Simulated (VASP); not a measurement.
# Ni (P6_3/mmc) in VASP: further runs

Aim: see how the results for Ni move with the level of theory and the settings. Levels: PBE, r2SCAN0. Tasks: single point.

All numbers are computed with VASP 6.6.1; they aren't measurements. Logs are shortened: lines on timing, memory, paths and dates and some standing lists are left out, and cuts for length are marked.

### Step 1. The cell of the first run

Symmetry: P6_3/mmc, No. 194, hexagonal system. The conventional cell has a = 2.464 Å, b = 2.464 Å, c = 4.100 Å, α = 90.00°, β = 90.00°, γ = 120.00°. Ni (site symmetry -6m2) has 12 Ni at 2.46 to 2.50 Å within 3.3 Å.

This isn't the form of Ni at room conditions, which is fcc.

### Step 2. Single point, PBE, collinear spin, ferromagnetic start

File INCAR:

```
ALGO     = Normal         # electronic algorithm
EDIFF    = 1E-6           # SCF threshold, eV
ENCUT    = 690            # plane-wave cutoff, eV
GGA      = PE             # functional
GGA_COMPAT= F            
ISIF     = 2              # what is computed and relaxed
ISMEAR   = -1             # smearing method
ISPIN    = 2              # spin polarisation
LASPH    = T              # aspherical terms in the spheres
LCHARG   = F              # write CHGCAR
LMAXMIX  = 4              # l up to which the mixer works
LORBIT   = 11             # projections on sites
LREAL    = F              # projectors in reciprocal space
LWAVE    = F              # write WAVECAR
MAGMOM   = 1 1            # initial moments
NBANDS   = 29             # bands
NELM     = 200            # most SCF steps
PREC     = Accurate       # precision mode
SIGMA    = 0.05           # smearing width, eV
```

File KPOINTS:

```
k-points
0
Gamma
  12 12 7
```

File POSCAR:

```
Ni
1.0
    2.4642354424      0.0000000000      0.0000000000
   -1.2321177212      2.1340904941      0.0000000000
    0.0000000000      0.0000000000      4.0997805916
Ni
2
Direct
    0.6666666667      0.3333333333      0.7500000000
    0.3333333333      0.6666666667      0.2500000000
```

Potentials or basis: VASP PAW PBE potentials, release 64 (Ni_sv_GW).

On the command line:

```bash
> cat potpaw_PBE.64/Ni_sv_GW/POTCAR > POTCAR
> mpirun -np 1 vasp_std > vasp.out
```

OUTCAR:

```text
EDIFF = 1E-6
   ENCUT = 690
   GGA = PE
   ISIF = 2
   ISMEAR = -1
   ISPIN = 2
   LASPH = T
   LORBIT = 11
   LREAL = F
   NELM = 200
   PREC = Accurate

 ion  position               nearest neighbor table
   1  0.667  0.333  0.750-   2 2.50   2 2.50   2 2.50   2 2.50   2 2.50   2 2.50
   2  0.333  0.667  0.250-   1 2.50   1 2.50   1 2.50   1 2.50   1 2.50   1 2.50

  LATTYP: Found a hexagonal cell.
 ALAT       =     2.4642354424
 C/A-ratio  =     1.6637130207

  Lattice vectors:

 A1 = (   2.4642354424,   0.0000000000,   0.0000000000)
 A2 = (  -1.2321177212,   2.1340904941,   0.0000000000)
 A3 = (   0.0000000000,   0.0000000000,   4.0997805916)

Analysis of symmetry for initial positions (statically):
=====================================================================
 Subroutine PRICEL returns:
 Original cell was already a primitive cell.

 Routine SETGRP: Setting up the symmetry group for a
 hexagonal supercell.

 Subroutine GETGRP returns: Found 24 space group operations
 (whereof 12 operations were pure point group operations)
 out of a pool of 24 trial point group operations.

The static configuration has the point symmetry D_3d.
 The point group associated with its full space group is D_6h.

Analysis of symmetry for dynamics (positions and initial velocities):
=====================================================================
 Subroutine PRICEL returns:
 Original cell was already a primitive cell.

 Routine SETGRP: Setting up the symmetry group for a
 hexagonal supercell.

 Subroutine GETGRP returns: Found 24 space group operations
 (whereof 12 operations were pure point group operations)
 out of a pool of 24 trial point group operations.

The dynamic configuration has the point symmetry D_3d.
 The point group associated with its full space group is D_6h.

Analysis of structural, dynamic, and magnetic symmetry:
=====================================================================
 Subroutine PRICEL returns:
 Original cell was already a primitive cell.

 Routine SETGRP: Setting up the symmetry group for a
 hexagonal supercell.

 Subroutine GETGRP returns: Found 24 space group operations
 (whereof 12 operations were pure point group operations)
 out of a pool of 24 trial point group operations.

The overall configuration has the point symmetry D_3d.
 The point group associated with its full space group is D_6h.

[... 113 lines left out ...]
   ISMEAR =    -1;   SIGMA  =   0.05  broadening in eV -4-tet -1-fermi 0-gaus
   EFERMI_NEDOS =   21; number of points for ismear=-14 and -15
   IALGO  =     38    algorithm
   IMIX   =      4    mixing-type and parameters
     AMIX     =   0.40;   BMIX     =  1.00
     AMIX_MAG =   1.60;   BMIX_MAG =  1.00
  volume/ion in A,a.u.               =      10.78        72.75
  Fermi-wavevector in a.u.,A,eV,Ry     =   1.942184  3.670196 51.322265  3.772080
  Thomas-Fermi vector in A             =   2.971660
   LORBIT       =     11    0 simple, 1 ext, 2 COOP (PROOUT), +10 PAW based schemes
   GGA     = PE    functional components
   LHFCALC =     F    Hartree Fock is set to
   AEXX    =    0.0000 exact exchange contribution
   IVDW    =     0    specifies the selected vdW correction
   LEPSILON=     F    determine dielectric tensor
   LRPA    =     F    only Hartree local field effects (RPA)
 spin polarized calculation
  energy-cutoff  :      690.00
  volume of cell :       21.56
 maximum number of plane-waves:       901
 NGX is ok and might be reduce to    24
   NGX = 11   NGY = 11   NGZ = 17

 number of electron      36.0000019 magnetization       1.3140328

 Free energy of the ion-electron system (eV)
  ---------------------------------------------------
  ext. energy  EPLUGINS =         0.00000000
  ---------------------------------------------------
  free energy    TOTEN  =       -12.80271648 eV

  energy without entropy =      -12.76789225  energy(sigma->0) =      -12.78530437

 E-fermi :   8.0054     XC(G=0): -13.9336

 val. band max:        8.0035981739   @ k =   0.5000   0.0000   0.4286
 cond. band min:       8.0061737771   @ k =   0.4167   0.0000   0.0000
 fundamental gap:      0.0025756032
 Fermi energy:         8.0054283207

 spin component 1

 k-point     1 :       0.0000    0.0000    0.0000
  band No.  band energies     occupation
      1     -95.7215      1.00000
      2     -95.6893      1.00000
      3     -56.1607      1.00000
      4     -56.0152      1.00000
      5     -56.0152      1.00000
      6     -55.9859      1.00000
[... 757 lines left out ...]
     28      32.5448      0.00000
     29      35.5859      0.00000

 [... further k-points ...]

 spin component 2

 k-point     1 :       0.0000    0.0000    0.0000
  band No.  band energies     occupation
      1     -94.8510      1.00000
      2     -94.8178      1.00000
      3     -55.3355      1.00000
      4     -55.1565      1.00000
      5     -55.1565      1.00000
      6     -55.1262      1.00000
[... 757 lines left out ...]
     28      32.6448      0.00000
     29      35.6490      0.00000

 [... further k-points ...]
[... 5 lines left out ...]
  --------------------------------------------------------------------------------------
  -------------------------------------------------------------------------------------
  Total        0.4091678      0.4091678     -0.0943398     -0.0000000     -0.0000000     -0.0000000
  in kB       30.4057983     30.4057983     -7.0105144     -0.0000000     -0.0000000     -0.0000000
  external PRESSURE =      17.9336940 kB  Pullay stress =       0.0000000 kB

 VOLUME and BASIS-vectors are now :
 -----------------------------------------------------------------------------
  energy-cutoff  :      690.00
  volume of cell :       21.56
      direct lattice vectors                 reciprocal lattice vectors
     2.464235442  0.000000000  0.000000000     0.405805380  0.234291845  0.000000000
    -1.232117721  2.134090494  0.000000000     0.000000000  0.468583691  0.000000000
     0.000000000  0.000000000  4.099780592     0.000000000  0.000000000  0.243915492

 POSITION                                       TOTAL-FORCE (eV/Angst)
 -----------------------------------------------------------------------------------
      1.23212      0.71136      3.07484         0.000000     -0.000000      0.000000
     -0.00000      1.42273      1.02495        -0.000000      0.000000      0.000000
 -----------------------------------------------------------------------------------
    total drift:                               -0.000000      0.000000     -0.000000

  FREE ENERGIE OF THE ION-ELECTRON SYSTEM (eV)
  ---------------------------------------------------
  free  energy   TOTEN  =       -12.8027164819 eV

  energy  without entropy=      -12.7678922534  energy(sigma->0) =      -12.78530437

 total charge

# of ion       s       p       d       f       tot
--------------------------------------------------
    1        2.242   6.298   7.810   0.005  16.354
    2        2.242   6.298   7.810   0.005  16.354
--------------------------------------------------
tot          4.483  12.595  15.619   0.010  32.708

 magnetization (x)

# of ion       s       p       d       f       tot
--------------------------------------------------
    1       -0.000  -0.016   0.713  -0.000   0.697
    2       -0.000  -0.016   0.713  -0.000   0.697
--------------------------------------------------
tot         -0.001  -0.031   1.426  -0.000   1.394
```

Run time: 2 min. Hardware: 1 thread of AMD EPYC 9R45 (Zen 5), shared host; peak memory 0.22 GiB.

What came out:

```
Free energy                                           : -12.8027 eV
Pressure                                              : 1.8 GPa
Net moment                                            : 1.31 μB per cell
Site moments                                          : Ni +0.70 μB
Valence electrons inside the program's atomic spheres : Ni 16.35
```

Levels at points of the mesh, in eV from the Fermi level:
Spin up:
```
           k point  band 15  band 16  band 17  band 18  band 19  band 20  band 21  band 22  band 23  band 24
(0.00, 0.00, 0.00)    -2.16    -1.65    -1.65    -0.74    -0.74    -0.62     5.38    22.66    24.78    24.78
(0.50, 0.00, 0.00)    -2.15    -0.63    -0.58    -0.51     1.13     3.04     9.20     9.71    12.28    13.17
```
Spin down:
| k point | band 15 | band 16 | band 17 | band 18 | band 19 | band 20 |
| --- | --- | --- | --- | --- | --- | --- |
| (0.00, 0.00, 0.00) | -1.42 | -0.97 | -0.97 | -0.68 | -0.01 | -0.01 |
| (0.50, 0.00, 0.00) | -1.43 | 0.16 | 0.20 | 0.32 | 1.65 | 3.44 |

### Step 3. Single point, r2SCAN0, collinear spin, ferromagnetic start

This run uses another cell than the first one, of 10.57 Å³/atom.

File POSCAR:

```
Ni
1.0
    2.4480228978      0.0000000000      0.0000000000
   -1.2240114489      2.1200500186      0.0000000000
    0.0000000000      0.0000000000      4.0728075700
Ni
2
Direct
    0.6666666667      0.3333333333      0.7500000000
    0.3333333333      0.6666666667      0.2500000000
```

File INCAR.step1:

```
SYSTEM = Ni
PREC     = Accurate       ! precision mode
ENCUT    = 520            ! plane-wave cutoff, eV
EDIFF    = 1E-5           ! SCF threshold, eV
ISMEAR   = -1             ! smearing method
SIGMA    = 0.05           ! smearing width, eV
LREAL    = .FALSE.        ! projectors in reciprocal space
LASPH    = .TRUE.         ! aspherical terms in the spheres
NELM     = 150            ! most SCF steps
ALGO     = Normal         ! electronic algorithm
ISIF     = 2              ! what is computed and relaxed
LWAVE    = .TRUE.         ! write WAVECAR
ISPIN    = 2              ! spin polarisation
MAGMOM   = 1 1            ! initial moments
LORBIT   = 11             ! projections on sites
LMAXMIX  = 4              ! l up to which the mixer works
NBANDS   = 21             ! bands
GGA      = PE             ! functional
```

File INCAR.step2:

```
SYSTEM = Ni
PREC     = Accurate       ! precision mode
ENCUT    = 520            ! plane-wave cutoff, eV
EDIFF    = 1E-7           ! SCF threshold, eV
ISMEAR   = -1             ! smearing method
SIGMA    = 0.05           ! smearing width, eV
LREAL    = .FALSE.        ! projectors in reciprocal space
LASPH    = .TRUE.         ! aspherical terms in the spheres
NELM     = 150            ! most SCF steps
ALGO     = Normal         ! electronic algorithm
ISIF     = 2              ! what is computed and relaxed
LWAVE    = .FALSE.        ! write WAVECAR
LCHARG   = .TRUE.         ! write CHGCAR
ISPIN    = 2              ! spin polarisation
MAGMOM   = 1 1            ! initial moments
LORBIT   = 11             ! projections on sites
LMAXMIX  = 4              ! l up to which the mixer works
METAGGA  = R2SCAN         ! meta-GGA
LHFCALC  = .TRUE.         ! exact exchange
AEXX     = 0.25           ! exact-exchange fraction
LMIXTAU  = .TRUE.       
PRECFOCK = Normal       
LELF     = .TRUE.         ! ELF
LVHAR    = .TRUE.       
NBANDS   = 21             ! bands
ISTART   = 1
```

File KPOINTS:

```
regular mesh
0
G
  6 6 4
  0 0 0
```

Potentials or basis: VASP PAW PBE potentials, release 64 (Ni).

On the command line:

```bash
> cat potpaw_PBE.64/Ni/POTCAR > POTCAR
> cp INCAR.step1 INCAR
> mpirun -np 1 vasp_std > vasp.out
> cp INCAR.step2 INCAR
> mpirun -np 1 vasp_std > vasp.out
```

Run time: 2.8 h. Hardware: 1 thread of Oxide Virtual Turin-like, shared host; peak memory 0.13 GiB.

Results (log left out):

```yaml
Free_energy: -23.6004 eV
Pressure: -4.0 GPa
Net_moment: 1.53 μB per cell
Site_moments: Ni +0.80 μB
Valence_electrons_inside_the_program's_atomic_spheres: Ni 9.43
```

Stress tensor (GPa, compression positive):
```
-2.95  0.00  0.00
 0.00 -2.95  0.00
 0.00  0.00 -6.03
```

Levels at points of the mesh, in eV from the Fermi level:
Spin up:
```
           k point  band 8  band 9  band 10  band 11  band 12  band 13  band 14  band 15
(0.00, 0.00, 0.00)   -4.29   -4.29    -3.24    -3.24    -0.75     6.80    25.52    27.98
(0.50, 0.00, 0.00)   -3.10   -2.55    -2.48     1.51     4.06    11.07    12.03    14.14
(0.00, 0.00, 0.50)   -4.73   -3.53    -3.53    -3.53    -3.53    16.34    16.34    26.31
(0.50, 0.00, 0.50)   -3.10   -2.50    -2.50     2.28     2.28     8.44     8.44    21.29
```
Spin down:
```tsv
k point	band 8	band 9	band 10	band 11	band 12	band 13
(0.00, 0.00, 0.00)	-1.45	-1.37	-1.37	1.29	1.29	7.72
(0.50, 0.00, 0.00)	0.39	0.55	1.34	2.27	4.65	11.36
(0.00, 0.00, 0.50)	-3.00	0.46	0.46	0.47	0.47	16.53
(0.50, 0.00, 0.50)	-1.00	0.52	0.52	2.30	2.30	9.24
```

Caveat: the k points lie up to 0.49 Å⁻¹ apart; the PAW data sets were made with another functional, which shifts forces and pressure a little.
